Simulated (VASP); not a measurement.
# Ge (Pm-3m) in VASP: single point with LDA

Aim: the single point of Ge with LDA.

Everything below comes from runs of VASP 6.6.1. Logs are shortened: lines on timing, memory, paths and dates and some standing lists are left out, and cuts for length are marked.

### Step 1. The cell of the first run

Symmetry: Pm-3m, No. 221, cubic system. The conventional cell has a = 4.142 Å, b = 4.142 Å, c = 4.142 Å, α = 90.00°, β = 90.00°, γ = 90.00°. Ge (site symmetry 4/mmm) has 8 Ge at 2.93 Å within 3.9 Å.

### Step 2. Single point, LDA

Input file INCAR:

```
ALGO = Normal
EDIFF = 1E-6
ENCUT = 520
GGA = CA
ISIF = 2
ISMEAR = -1
LASPH = T
LCHARG = T
LELF = T
LREAL = F
LVHAR = T
LWAVE = F
NBANDS = 28
NELM = 100
PREC = Accurate
SIGMA = 0.02
```

Input file KPOINTS:

```
k-points
0
Gamma
  6 6 6
```

Input file POSCAR:

```
Ge
1.0
    4.1420200000      0.0000000000      0.0000000000
    0.0000000000      4.1420200000      0.0000000000
    0.0000000000      0.0000000000      4.1420200000
Ge
3
Direct
    0.0000000000      0.5000000000      0.5000000000
    0.5000000000      0.0000000000      0.5000000000
    0.5000000000      0.5000000000      0.0000000000
```

Potentials or basis: VASP PAW LDA potentials, release 64 (Ge_d).

Started as:

```console
cat potpaw_LDA.64/Ge_d/POTCAR > POTCAR
mpirun -np 1 vasp_std > vasp.out
```

OUTCAR:

```text
EDIFF = 1E-6
   ENCUT = 520
   GGA = CA
   ISIF = 2
   ISMEAR = -1
   LASPH = T
   LREAL = F
   NELM = 100
   PREC = Accurate

 ion  position               nearest neighbor table
   1  0.000  0.500  0.500-
   2  0.500  0.000  0.500-
   3  0.500  0.500  0.000-

  LATTYP: Found a simple cubic cell.
 ALAT       =     4.1420200000

  Lattice vectors:

 A1 = (   4.1420200000,   0.0000000000,   0.0000000000)
 A2 = (   0.0000000000,   4.1420200000,   0.0000000000)
 A3 = (   0.0000000000,   0.0000000000,   4.1420200000)

Analysis of symmetry for initial positions (statically):
=====================================================================
 Subroutine PRICEL returns:
 Original cell was already a primitive cell.

 Routine SETGRP: Setting up the symmetry group for a
 simple cubic supercell.

 Subroutine GETGRP returns: Found 48 space group operations
 (whereof 48 operations were pure point group operations)
 out of a pool of 48 trial point group operations.

The static configuration has the point symmetry O_h .

Analysis of symmetry for dynamics (positions and initial velocities):
=====================================================================
 Subroutine PRICEL returns:
 Original cell was already a primitive cell.

 Routine SETGRP: Setting up the symmetry group for a
 simple cubic supercell.

 Subroutine GETGRP returns: Found 48 space group operations
 (whereof 48 operations were pure point group operations)
 out of a pool of 48 trial point group operations.

The dynamic configuration has the point symmetry O_h .

 Subroutine INISYM returns: Found 48 space group operations
 (whereof 48 operations are pure point group operations),
 and found     1 'primitive' translations

----------------------------------------------------------------------------------------

                                     Primitive cell

  volume of cell :      71.0619

  direct lattice vectors                    reciprocal lattice vectors
     4.142020000  0.000000000  0.000000000     0.241428095  0.000000000  0.000000000
     0.000000000  4.142020000  0.000000000     0.000000000  0.241428095  0.000000000
     0.000000000  0.000000000  4.142020000     0.000000000  0.000000000  0.241428095

  length of vectors
     4.142020000  4.142020000  4.142020000     0.241428095  0.241428095  0.241428095

  position of ions in fractional coordinates (direct lattice)
     0.000000000  0.500000000  0.500000000
     0.500000000  0.000000000  0.500000000
     0.500000000  0.500000000  0.000000000

  ion indices of the primitive-cell ions
   primitive index   ion index
                 1           1
                 2           2
                 3           3

----------------------------------------------------------------------------------------

 KPOINTS: k-points

Automatic generation of k-mesh.
 Grid dimensions read from file:
 generate k-points for:    6    6    6

 Generating k-lattice:

  Cartesian coordinates                     Fractional coordinates (reciprocal lattice)
     0.040238016  0.000000000  0.000000000     0.166666667  0.000000000  0.000000000
     0.000000000  0.040238016  0.000000000     0.000000000  0.166666667  0.000000000
     0.000000000  0.000000000  0.040238016     0.000000000  0.000000000  0.166666667

  Length of vectors
     0.040238016  0.040238016  0.040238016

  Shift w.r.t. Gamma in fractional coordinates (k-lattice)
     0.000000000  0.000000000  0.000000000

 Subroutine IBZKPT returns following result:
 ===========================================

 Found     20 irreducible k-points:

 Following reciprocal coordinates:
            Coordinates               Weight
  0.000000  0.000000  0.000000      1.000000
  0.166667  0.000000  0.000000      6.000000
  0.333333  0.000000  0.000000      6.000000
  0.500000  0.000000  0.000000      3.000000
  0.166667  0.166667  0.000000     12.000000
  0.333333  0.166667  0.000000     24.000000
[... 12 lines left out ...]
  0.500000  0.500000  0.333333      6.000000
  0.500000  0.500000  0.500000      1.000000
   k-points           NKPTS =     20   k-points in BZ     NKDIM =     20   number of bands    NBANDS=     28
   number of dos      NEDOS =    301   number of ions     NIONS =      3
   total plane-waves  NPLWV =  32768
   dimension x,y,z NGX =    32 NGY =   32 NGZ =   32
   dimension x,y,z NGXF=    64 NGYF=   64 NGZF=   64
   ions per type =               3
   NGX,Y,Z   is equivalent  to a cutoff of  12.84, 12.84, 12.84 a.u.
   NGXF,Y,Z  is equivalent  to a cutoff of  25.69, 25.69, 25.69 a.u.
 SYSTEM =  unknown system
   PREC   = accura    normal or accurate (medium, high low for compatibility)
   ISTART =      0    job   : 0-new  1-cont  2-samecut
   ICHARG =      2    charge: 1-file 2-atom 10-const
   ISPIN  =      1    spin polarized calculation?
   LNONCOLLINEAR =      F non collinear calculations
   LSORBIT =      F    spin-orbit coupling
   LASPH  =      T    aspherical Exc in radial PAW
   ENCUT  =  520.0 eV  38.22 Ry    6.18 a.u.   7.70  7.70  7.70*2*pi/ulx,y,z
   NELM   =    100;   NELMIN=  2; NELMDL= -5     # of ELM steps
   EDIFF  = 0.1E-05   stopping-criterion for ELM
   LREAL  =      F    real-space projection
   EDIFFG = 0.1E-04   stopping-criterion for IOM
   NSW    =      0    number of steps for IOM
   IBRION =     -1    ionic relax: 0-MD 1-quasi-New 2-CG
   NFREE  =      0    steps in history (QN), initial steepest desc. (CG)
   ISIF   =      2    stress and relaxation
   ISYM   =      2    0-nonsym 1-usesym 2-fastsym
   POTIM  = 0.5000    time-step for ionic-motion
   TEBEG  =    0.0;   TEEND  =   0.0 temperature during run
   PSTRESS=    0.0 pullay stress
   NELECT =      42.0000    total number of electrons
   NUPDOWN=      -1.0000    fix difference up-down
   EMIN   =  10.00;   EMAX   =-10.00  energy-range for DOS
   EFERMI =   0.00;   METHOD = LEGACY
   ISMEAR =    -1;   SIGMA  =   0.02  broadening in eV -4-tet -1-fermi 0-gaus
   EFERMI_NEDOS =   21; number of points for ismear=-14 and -15
   IALGO  =     38    algorithm
   IMIX   =      4    mixing-type and parameters
     AMIX     =   0.40;   BMIX     =  1.00
     AMIX_MAG =   1.60;   BMIX_MAG =  1.00
  volume/ion in A,a.u.               =      23.69       159.85
  Fermi-wavevector in a.u.,A,eV,Ry     =   1.373870  2.596238 25.681263  1.887520
  Thomas-Fermi vector in A             =   2.499348
   LORBIT       =      0    0 simple, 1 ext, 2 COOP (PROOUT), +10 PAW based schemes
   GGA     = CA    functional components
   LHFCALC =     F    Hartree Fock is set to
   AEXX    =    0.0000 exact exchange contribution
   IVDW    =     0    specifies the selected vdW correction
   LEPSILON=     F    determine dielectric tensor
   LRPA    =     F    only Hartree local field effects (RPA)
 non-spin polarized calculation
  energy-cutoff  :      520.00
  volume of cell :       71.06
 maximum number of plane-waves:      1936
 NGX is ok and might be reduce to    32
   NGX = 15   NGY = 15   NGZ = 15

 number of electron      42.0000050 magnetization

 Free energy of the ion-electron system (eV)
  ---------------------------------------------------
  ext. energy  EPLUGINS =         0.00000000
  ---------------------------------------------------
  free energy    TOTEN  =       -14.33478556 eV

  energy without entropy =      -14.33130856  energy(sigma->0) =      -14.33304706

 E-fermi :   3.8794     XC(G=0): -10.2835

 val. band max:        3.7995452389   @ k =   0.3333   0.1667   0.0000
 cond. band min:       3.8998345735   @ k =   0.3333   0.1667   0.1667
 fundamental gap:      0.1002893347
 Fermi energy:         3.8794265098

 k-point     1 :       0.0000    0.0000    0.0000
  band No.  band energies     occupation
      1     -20.6256      2.00000
      2     -20.6256      2.00000
      3     -20.6256      2.00000
      4     -20.6114      2.00000
      5     -20.5677      2.00000
      6     -20.5677      2.00000
[... 20 lines left out ...]
     27      10.5714      0.00000
     28      10.5714      0.00000

 k-point     2 :       0.1667    0.0000    0.0000
  band No.  band energies     occupation
      1     -20.6242      2.00000
      2     -20.6151      2.00000
      3     -20.6151      2.00000
      4     -20.6046      2.00000
      5     -20.5669      2.00000
      6     -20.5618      2.00000
[... 20 lines left out ...]
     27       9.9435      0.00000
     28       9.9435      0.00000

 k-point     3 :       0.3333    0.0000    0.0000
  band No.  band energies     occupation
      1     -20.6214      2.00000
      2     -20.5876      2.00000
      3     -20.5865      2.00000
      4     -20.5865      2.00000
      5     -20.5649      2.00000
      6     -20.5471      2.00000
[... 20 lines left out ...]
     27       9.8282      0.00000
     28       9.9739      0.00000

 k-point     4 :       0.5000    0.0000    0.0000
  band No.  band energies     occupation
      1     -20.6200      2.00000
      2     -20.5758      2.00000
      3     -20.5627      2.00000
      4     -20.5527      2.00000
      5     -20.5527      2.00000
      6     -20.5411      2.00000
[... 20 lines left out ...]
     27       9.9019      0.00000
     28      12.9379      0.00000

 k-point     5 :       0.1667    0.1667    0.0000
  band No.  band energies     occupation
      1     -20.6167      2.00000
      2     -20.6111      2.00000
      3     -20.6096      2.00000
      4     -20.5962      2.00000
      5     -20.5638      2.00000
      6     -20.5576      2.00000
[... 20 lines left out ...]
     27       8.9875      0.00000
     28      10.2975      0.00000

 k-point     6 :       0.3333    0.1667    0.0000
  band No.  band energies     occupation
      1     -20.6121      2.00000
      2     -20.5928      2.00000
      3     -20.5845      2.00000
      4     -20.5767      2.00000
      5     -20.5617      2.00000
      6     -20.5424      2.00000
[... 339 lines left out ...]
      5     -20.5610      2.00000
      6     -20.5581      2.00000
[... 20 lines left out ...]
     27      11.4783      0.00000
     28      11.4783      0.00000

 k-point    18 :       0.5000    0.3333    0.3333
  band No.  band energies     occupation
      1     -20.5897      2.00000
      2     -20.5789      2.00000
      3     -20.5781      2.00000
      4     -20.5746      2.00000
      5     -20.5745      2.00000
      6     -20.5613      2.00000
[... 20 lines left out ...]
     27      10.9461      0.00000
     28      11.3335      0.00000

 k-point    19 :       0.5000    0.5000    0.3333
  band No.  band energies     occupation
      1     -20.5839      2.00000
      2     -20.5839      2.00000
      3     -20.5826      2.00000
      4     -20.5751      2.00000
      5     -20.5751      2.00000
      6     -20.5714      2.00000
[... 20 lines left out ...]
     27      11.5626      0.00000
     28      12.2402      0.00000

 k-point    20 :       0.5000    0.5000    0.5000
  band No.  band energies     occupation
      1     -20.5868      2.00000
      2     -20.5868      2.00000
      3     -20.5868      2.00000
      4     -20.5785      2.00000
      5     -20.5785      2.00000
      6     -20.5785      2.00000
[... 20 lines left out ...]
     27      12.3029      0.00000
     28      12.3029      0.00000

------------------------ aborting loop because EDIFF is reached ----------------------------------------

  FORCE on cell =-STRESS in cart. coord.  units (eV):
  Direction    XX          YY          ZZ          XY          YZ          ZX
  --------------------------------------------------------------------------------------
  -------------------------------------------------------------------------------------
  Total       -3.7580214     -3.7580214     -3.7580214     -0.0000000     -0.0000000     -0.0000000
  in kB      -84.7292294    -84.7292294    -84.7292294     -0.0000000     -0.0000000     -0.0000000
  external PRESSURE =     -84.7292294 kB  Pullay stress =       0.0000000 kB

 VOLUME and BASIS-vectors are now :
 -----------------------------------------------------------------------------
  energy-cutoff  :      520.00
  volume of cell :       71.06
      direct lattice vectors                 reciprocal lattice vectors
     4.142020000  0.000000000  0.000000000     0.241428095  0.000000000  0.000000000
     0.000000000  4.142020000  0.000000000     0.000000000  0.241428095  0.000000000
     0.000000000  0.000000000  4.142020000     0.000000000  0.000000000  0.241428095

 POSITION                                       TOTAL-FORCE (eV/Angst)
 -----------------------------------------------------------------------------------
      0.00000      2.07101      2.07101         0.000000      0.000000      0.000000
      2.07101      0.00000      2.07101         0.000000      0.000000      0.000000
      2.07101      2.07101      0.00000         0.000000      0.000000      0.000000
 -----------------------------------------------------------------------------------
    total drift:                                0.000000     -0.000000     -0.000000

  FREE ENERGIE OF THE ION-ELECTRON SYSTEM (eV)
  ---------------------------------------------------
  free  energy   TOTEN  =       -14.3347855595 eV

  energy  without entropy=      -14.3313085617  energy(sigma->0) =      -14.33304706
```

Wall time 20 s (1 thread of Intel Xeon 6975P-C, shared host); peak memory 0.16 GiB.

Results:

```yaml
Free_energy: -14.3348 eV
Pressure: -8.5 GPa
Band_gap_on_the_k_mesh: zero (band 21 reaches 4.89 eV, above the bottom of band 22 at 0.91 eV)
```
